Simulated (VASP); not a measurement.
Here is a VASP 6.6.1 calculation.

File INCAR:

```
ALGO     = Normal         # electronic algorithm
EDIFF    = 1E-6           # SCF threshold, eV
ENCUT    = 520            # plane-wave cutoff, eV
GGA      = PE             # functional
ISIF     = 2              # what is computed and relaxed
ISMEAR   = 0              # smearing method
LASPH    = T              # aspherical terms in the spheres
LCHARG   = F              # write CHGCAR
LREAL    = F              # projectors in reciprocal space
LWAVE    = F              # write WAVECAR
NBANDS   = 25             # bands
NELM     = 100            # most SCF steps
PREC     = Accurate       # precision mode
SIGMA    = 0.02           # smearing width, eV
```

KPOINTS

```
k-points
0
Gamma
  6 6 6
```

POSCAR

```
SiO2
1.0
   -2.5131486438      2.5131486438      3.6858706547
    2.5131486438     -2.5131486438      3.6858706547
    2.5131486438      2.5131486438     -3.6858706547
Si O
2 4
Direct
    0.0000000000      0.0000000000      0.0000000000
    0.7500000000      0.2500000000      0.5000000000
    0.3750000000      0.2174786118      0.3424786118
    0.9674786118      0.6250000000      0.8424786118
    0.7825213882      0.1250000000      0.1575213882
    0.8750000000      0.0325213882      0.6575213882
```

Potentials or basis: VASP PAW PBE potentials, release 64 (Si, O).

Run with:

```bash
$ cat potpaw_PBE.64/Si/POTCAR potpaw_PBE.64/O/POTCAR > POTCAR
$ mpirun -np 1 vasp_std > vasp.out
```

Q: Predict the band gap on the k mesh.

A: 5.74 eV, direct.

Q: Predict the pressure.

A: 0.1 GPa.

Q: Predict the largest force.

A: 0.007 eV/Å.

Forces on the atoms (eV/Å):
```
Si   0.000  0.000  0.000
Si   0.000  0.000  0.000
O   -0.007  0.000  0.000
O    0.000 -0.007  0.000
O    0.000  0.007  0.000
O    0.007  0.000  0.000
```

A k mesh can miss the band edges.
